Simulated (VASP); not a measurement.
# Ho2O (C2/c) in VASP: relaxation of cell and atoms with PBE

Aim: the relaxation of cell and atoms of Ho2O with PBE.

Program: VASP 6.6.1. These are calculated values, not measurements. Logs are shortened: lines on timing, memory, paths and dates and some standing lists are left out, and cuts for length are marked.

**1. The cell of the first run**

Symmetry: C2/c, No. 15, monoclinic system. The conventional cell has a = 8.799 Å, b = 5.029 Å, c = 6.059 Å, α = 90.00°, β = 121.53°, γ = 90.00°. Within 3.8 Å of Ho (site symmetry 1) lie 7 Ho at 2.89 to 3.15 Å and 5 O at 2.91 to 3.07 Å. O (site symmetry 2) has 10 Ho at 2.91 to 3.07 Å and 2 O at 3.15 Å within 3.8 Å.

The cell was generated, and may not be a known phase.

**2. Relaxation of cell and atoms, PBE**

INCAR reads:

```
PREC = Accurate ; ENCUT = 600
EDIFF = 1E-7 ; ISMEAR = 0
SIGMA = 0.2 ; LREAL = False
LASPH = True ; NELM = 200
ALGO = Normal ; ISIF = 3
LWAVE = False ; LCHARG = False
GGA = PE ; IBRION = 2
NSW = 36 ; EDIFFG = -0.08
GGA_COMPAT = False ; NELMIN = 4
LMAXMIX = 6
```

KPOINTS reads:

```
regular mesh
0
Gamma
  4 4 3
```

POSCAR reads:

```
Ho2O
1.0
    4.3997252200     -2.5143670100      0.0000000000
    4.3997252200      2.5143670100      0.0000000000
   -3.1684070500      0.0000000000      5.1650252300
Ho O
4 2
Direct
    0.7528577500      0.5780146700      0.7404491300
    0.4219853300      0.2471422500      0.7595508700
    0.5780146700      0.7528577500      0.2404491300
    0.2471422500      0.4219853300      0.2595508700
    0.9152332600      0.0847667400      0.2500000000
    0.0847667400      0.9152332600      0.7500000000
```

Potentials or basis: VASP PAW PBE potentials, release 64 (Ho_3, O), 4f in core.

Started as:

```
cat potpaw_PBE.64/Ho_3/POTCAR potpaw_PBE.64/O/POTCAR > POTCAR
mpirun -np 1 vasp_std > vasp.out
```

OUTCAR:

```text
PREC = Accurate
   ENCUT = 600
   EDIFF = 1E-7
   ISMEAR = 0
   LREAL = False
   LASPH = True
   NELM = 200
   ISIF = 3
   GGA = PE
   IBRION = 2
   NSW = 36
   EDIFFG = -0.08
   NELMIN = 4

 ion  position               nearest neighbor table
   1  0.753  0.578  0.740-   2 2.89   2 2.89   2 2.97   4 2.98   4 3.14   3 3.15   3 3.15
   2  0.422  0.247  0.760-   1 2.89   1 2.89   1 2.97   3 2.98   3 3.14   4 3.15   4 3.15
   3  0.578  0.753  0.240-   4 2.89   4 2.89   4 2.97   2 2.98   2 3.14   1 3.15   1 3.15
   4  0.247  0.422  0.260-   3 2.89   3 2.89   3 2.97   1 2.98   1 3.14   2 3.15   2 3.15
   5  0.915  0.085  0.250-
   6  0.085  0.915  0.750-

  LATTYP: Found a base centered monoclinic cell.
 ALAT       =     8.7994504400
 B/A-ratio  =     0.5714827368
 C/A-ratio  =     0.6886108152
 COS(beta)  =    -0.5228914999

  Lattice vectors:

 A1 = (   4.3997252200,  -2.5143670100,   0.0000000000)
 A2 = (   4.3997252200,   2.5143670100,   0.0000000000)
 A3 = (  -3.1684070500,   0.0000000000,   5.1650252300)

Analysis of symmetry for initial positions (statically):
=====================================================================
 Subroutine PRICEL returns:
 Original cell was already a primitive cell.

 Routine SETGRP: Setting up the symmetry group for a
 base centered monoclinic supercell.

 Subroutine GETGRP returns: Found  4 space group operations
 (whereof  2 operations were pure point group operations)
 out of a pool of  4 trial point group operations.

The static configuration has the point symmetry S_2 .
 The point group associated with its full space group is C_2h.

Analysis of symmetry for dynamics (positions and initial velocities):
=====================================================================
 Subroutine PRICEL returns:
 Original cell was already a primitive cell.

 Routine SETGRP: Setting up the symmetry group for a
 base centered monoclinic supercell.

 Subroutine GETGRP returns: Found  4 space group operations
 (whereof  2 operations were pure point group operations)
 out of a pool of  4 trial point group operations.

The dynamic configuration has the point symmetry S_2 .
 The point group associated with its full space group is C_2h.

 Subroutine INISYM returns: Found  4 space group operations
 (whereof  2 operations are pure point group operations),
 and found     1 'primitive' translations

----------------------------------------------------------------------------------------

                                     Primitive cell

  volume of cell :     114.2764

  direct lattice vectors                    reciprocal lattice vectors
     4.399725220 -2.514367010  0.000000000     0.113643461 -0.198857207  0.069712872
     4.399725220  2.514367010  0.000000000     0.113643461  0.198857207  0.069712872
    -3.168407050  0.000000000  5.165025230     0.000000000  0.000000000  0.193609896

  length of vectors
     5.067506633  5.067506633  6.059396741     0.239413678  0.239413678  0.193609896

  position of ions in fractional coordinates (direct lattice)
     0.752857750  0.578014670  0.740449130
     0.421985330  0.247142250  0.759550870
     0.578014670  0.752857750  0.240449130
     0.247142250  0.421985330  0.259550870
     0.915233260  0.084766740  0.250000000
     0.084766740  0.915233260  0.750000000

  ion indices of the primitive-cell ions
   primitive index   ion index
                 1           1
                 2           2
                 3           3
                 4           4
                 5           5
                 6           6

----------------------------------------------------------------------------------------

 KPOINTS: regular mesh

Automatic generation of k-mesh.
 Grid dimensions read from file:
 generate k-points for:    4    4    3

 Generating k-lattice:

  Cartesian coordinates                     Fractional coordinates (reciprocal lattice)
     0.028410865 -0.049714302  0.017428218     0.250000000  0.000000000  0.000000000
     0.028410865  0.049714302  0.017428218     0.000000000  0.250000000  0.000000000
     0.000000000  0.000000000  0.064536632     0.000000000  0.000000000  0.333333333

  Length of vectors
     0.059853420  0.059853420  0.064536632

  Shift w.r.t. Gamma in fractional coordinates (k-lattice)
     0.000000000  0.000000000  0.000000000

 Subroutine IBZKPT returns following result:
 ===========================================

 Found     17 irreducible k-points:

 Following reciprocal coordinates:
            Coordinates               Weight
  0.000000  0.000000  0.000000      1.000000
  0.250000  0.000000 -0.000000      4.000000
  0.500000  0.000000 -0.000000      2.000000
  0.250000  0.250000 -0.000000      2.000000
  0.500000  0.250000 -0.000000      4.000000
 -0.250000  0.250000  0.000000      2.000000
[... 9 lines left out ...]
 -0.250000  0.500000  0.333333      4.000000
 -0.250000 -0.250000  0.333333      2.000000
   k-points           NKPTS =     17   k-points in BZ     NKDIM =     17   number of bands    NBANDS=     28
   number of dos      NEDOS =    301   number of ions     NIONS =      6
   total plane-waves  NPLWV =  76800
   dimension x,y,z NGX =    40 NGY =   40 NGZ =   48
   dimension x,y,z NGXF=    80 NGYF=   80 NGZF=   96
   ions per type =               4   2
   NGX,Y,Z   is equivalent  to a cutoff of  13.12, 13.12, 13.17 a.u.
   NGXF,Y,Z  is equivalent  to a cutoff of  26.25, 26.25, 26.34 a.u.
 SYSTEM =  unknown system
   PREC   = accura    normal or accurate (medium, high low for compatibility)
   ISTART =      0    job   : 0-new  1-cont  2-samecut
   ICHARG =      2    charge: 1-file 2-atom 10-const
   ISPIN  =      1    spin polarized calculation?
   LNONCOLLINEAR =      F non collinear calculations
   LSORBIT =      F    spin-orbit coupling
   LASPH  =      T    aspherical Exc in radial PAW
   ENCUT  =  600.0 eV  44.10 Ry    6.64 a.u.  10.12 10.12 12.10*2*pi/ulx,y,z
   NELM   =    200;   NELMIN=  4; NELMDL= -5     # of ELM steps
   EDIFF  = 0.1E-06   stopping-criterion for ELM
   LREAL  =      F    real-space projection
   EDIFFG = -.8E-01   stopping-criterion for IOM
   NSW    =     36    number of steps for IOM
   IBRION =      2    ionic relax: 0-MD 1-quasi-New 2-CG
   NFREE  =      1    steps in history (QN), initial steepest desc. (CG)
   ISIF   =      3    stress and relaxation
   ISYM   =      2    0-nonsym 1-usesym 2-fastsym
   POTIM  = 0.5000    time-step for ionic-motion
   TEBEG  =    0.0;   TEEND  =   0.0 temperature during run
   PSTRESS=    0.0 pullay stress
   NELECT =      48.0000    total number of electrons
   NUPDOWN=      -1.0000    fix difference up-down
   EMIN   =  10.00;   EMAX   =-10.00  energy-range for DOS
   EFERMI =   0.00;   METHOD = LEGACY
   ISMEAR =     0;   SIGMA  =   0.20  broadening in eV -4-tet -1-fermi 0-gaus
   EFERMI_NEDOS =   21; number of points for ismear=-14 and -15
   IALGO  =     38    algorithm
   IMIX   =      4    mixing-type and parameters
     AMIX     =   0.40;   BMIX     =  1.00
     AMIX_MAG =   1.60;   BMIX_MAG =  1.00
  volume/ion in A,a.u.               =      19.05       128.53
  Fermi-wavevector in a.u.,A,eV,Ry     =   1.226035  2.316871 20.451773  1.503163
  Thomas-Fermi vector in A             =   2.361051
   LORBIT       =      0    0 simple, 1 ext, 2 COOP (PROOUT), +10 PAW based schemes
   GGA     = PE    functional components
   LHFCALC =     F    Hartree Fock is set to
   AEXX    =    0.0000 exact exchange contribution
   IVDW    =     0    specifies the selected vdW correction
   LEPSILON=     F    determine dielectric tensor
   LRPA    =     F    only Hartree local field effects (RPA)
 conjugate gradient relaxation of ions
 non-spin polarized calculation
 Gauss-broadening in eV      SIGMA  =   0.20
  energy-cutoff  :      600.00
  volume of cell :      114.28
 maximum number of plane-waves:      3828
   NGX = 21   NGY = 21   NGZ = 25

--------------------------------------- Ionic step        1  -------------------------------------------

 number of electron      48.0000003 magnetization

 Free energy of the ion-electron system (eV)
  ---------------------------------------------------
  ext. energy  EPLUGINS =         0.00000000
  ---------------------------------------------------
  free energy    TOTEN  =       -28.52097619 eV

  energy without entropy =      -28.40940703  energy(sigma->0) =      -28.46519161

------------------------ aborting loop because EDIFF is reached ----------------------------------------

  FORCE on cell =-STRESS in cart. coord.  units (eV):
  Direction    XX          YY          ZZ          XY          YZ          ZX
  --------------------------------------------------------------------------------------
  -------------------------------------------------------------------------------------
  Total        1.9259710      3.6249781      1.8055162      0.0000000      0.0000000     -6.5651530
  in kB       27.0024805     50.8228842     25.3136817      0.0000000      0.0000000    -92.0446962
  external PRESSURE =      34.3796822 kB  Pullay stress =       0.0000000 kB
[... 101 lines left out ...]
  FREE ENERGIE OF THE ION-ELECTRON SYSTEM (eV)
  ---------------------------------------------------
  free  energy   TOTEN  =       -30.6932548322 eV

  energy  without entropy=      -30.6013961562  energy(sigma->0) =      -30.64732549

[... ionic steps 4 to 25 ...]

--------------------------------------- Ionic step       26  -------------------------------------------

 number of electron      47.9999997 magnetization

------------------------ aborting loop because EDIFF is reached ----------------------------------------

  FORCE on cell =-STRESS in cart. coord.  units (eV):
  Direction    XX          YY          ZZ          XY          YZ          ZX
  --------------------------------------------------------------------------------------
  -------------------------------------------------------------------------------------
  Total       -0.1342569      0.4888120     -0.4623574      0.0000000      0.0000000     -0.2012223
  in kB       -1.8382763      6.6929240     -6.3307010      0.0000000      0.0000000     -2.7551814
  external PRESSURE =      -0.4920178 kB  Pullay stress =       0.0000000 kB
[... 65 lines left out ...]
  energy  without entropy=      -39.1330559348  energy(sigma->0) =      -39.16701656

--------------------------------------- Ionic step       28  -------------------------------------------

 number of electron      47.9999999 magnetization

 Free energy of the ion-electron system (eV)
  ---------------------------------------------------
  ext. energy  EPLUGINS =         0.00000000
  ---------------------------------------------------
  free energy    TOTEN  =       -39.20733334 eV

  energy without entropy =      -39.13923975  energy(sigma->0) =      -39.17328655

 E-fermi :   4.4059     XC(G=0): -10.7681

 val. band max:        4.3373392626   @ k =   0.5000   0.0000  -0.0000
 cond. band min:       4.4066129597   @ k =   0.0000   0.0000   0.3333
 fundamental gap:      0.0692736971
 Fermi energy:         4.4059001205

 k-point     1 :       0.0000    0.0000    0.0000
  band No.  band energies     occupation
      1     -20.0152      2.00000
      2     -19.9927      2.00000
      3     -19.9443      2.00000
      4     -19.8942      2.00000
      5     -19.8349      2.00000
      6     -19.6454      2.00000
[... 549 lines left out ...]
  FREE ENERGIE OF THE ION-ELECTRON SYSTEM (eV)
  ---------------------------------------------------
  free  energy   TOTEN  =       -39.2073333433 eV

  energy  without entropy=      -39.1392397547  energy(sigma->0) =      -39.17328655

 reached required accuracy - stopping structural energy minimisation
```

Run time: 18 min. Hardware: 1 thread of Intel Xeon 6975P-C (Granite Rapids), shared host; peak memory 0.34 GiB.

Results:

```
Free energy                           : -39.2073 eV
Relaxed volume                        : 19.53 Å³/atom
Relaxed cell                          : a = 6.210 Å, b = 6.210 Å, c = 6.218 Å, α = 135.32°, β = 135.32°, γ = 64.44°
Space group after relaxing (to 0.1 Å) : Fddd (No. 70)
Energy gained by relaxing             : 1781.1 meV/atom
Ionic steps                           : 28
Pressure after relaxing               : -0.4 GPa
Largest force after relaxing          : 0.073 eV/Å
Band gap on the k mesh                : zero (bands 24 and 25 overlap by 1.12 eV)
```

Forces on the atoms (eV/Å):
```
Ho  -0.006  0.032  0.046
Ho   0.006  0.032 -0.046
Ho  -0.006 -0.032  0.046
Ho   0.006 -0.032 -0.046
O    0.000  0.073  0.000
O    0.000 -0.073  0.000
```

Stress tensor (GPa, compression positive):
```
-0.45  0.00 -0.15
 0.00 -0.15  0.00
-0.15  0.00 -0.47
```

Step by step:
```tsv
step	energy change (eV)	largest force (eV/Å)	pressure (GPa)	volume (Å³)
1	0.0000	1.5439	3.44	114.28
2	-1.1847	1.3973	-0.24	120.83
3	-2.1723	0.5601	-4.64	130.73
4	-2.8906	0.8440	-4.03	129.11
5	-3.3130	1.5814	-2.73	126.61
6	-4.3575	2.0438	-1.23	121.92
7	-6.0998	3.0010	10.72	104.97
8	-6.7421	2.5218	8.73	106.76
9	-7.3213	1.9417	6.34	109.97
10	-8.0005	1.8212	1.75	114.22
11	-8.8610	1.5463	-6.47	125.56
12	-8.9030	1.4740	-7.64	128.04
13	-9.4808	0.8677	-2.87	122.12
14	-9.5616	0.4789	0.34	119.10
15	-9.7204	0.4030	0.51	118.57
16	-10.1106	0.5596	1.64	116.66
17	-10.2234	1.2664	7.15	111.40
18	-10.3286	0.8777	4.32	113.75
19	-10.4601	0.7235	2.51	115.18
20	-10.5657	0.4944	-0.52	118.12
21	-10.5663	0.5058	-0.35	117.92
22	-10.5972	0.4438	-0.15	117.60
23	-10.6554	0.2885	0.51	116.63
24	-10.6166	0.2201	2.11	114.60
25	-10.6649	0.1989	0.98	115.99
26	-10.6775	0.1450	-0.05	117.01
27	-10.6800	0.1084	-0.74	117.73
28	-10.6864	0.0734	-0.36	117.19
```

Final structure:
```xyz
6
Lattice="5.2279 -3.3109 -0.5189 5.2279 3.3109 -0.5189 -4.8680 0.0000 3.8684" Properties=species:S:1:pos:R:3 pbc="T T T"
Ho    4.3438   -0.8338    2.1031
Ho   -1.1899   -0.8338    2.6617
Ho    6.7778    0.8338    0.1689
Ho    1.2440    0.8338    0.7275
O     4.0109   -2.4999    0.4482
O     1.5769    2.4999    2.3824
```

Caveat: the k points lie up to 0.36 Å⁻¹ apart in the final cell, too coarse for converged energies and pressures of a metal; a cell axis changed by over 15 % at a fixed basis, so the end point is rough; spin-orbit coupling is left out, which moves the levels of the heavy elements; the 4f electrons are frozen in the core, so they carry no moment and show no levels; the run has no spin polarisation, though such a crystal can be magnetic; the relaxation stopped at a loose force limit of 0.08 eV/Å, so its end isn't a converged minimum. Spin polarisation is off, so any magnetic state and its effect on volume and gap are missing.

The gap in the log of VASP goes by the Fermi energy; the results here count the filled bands.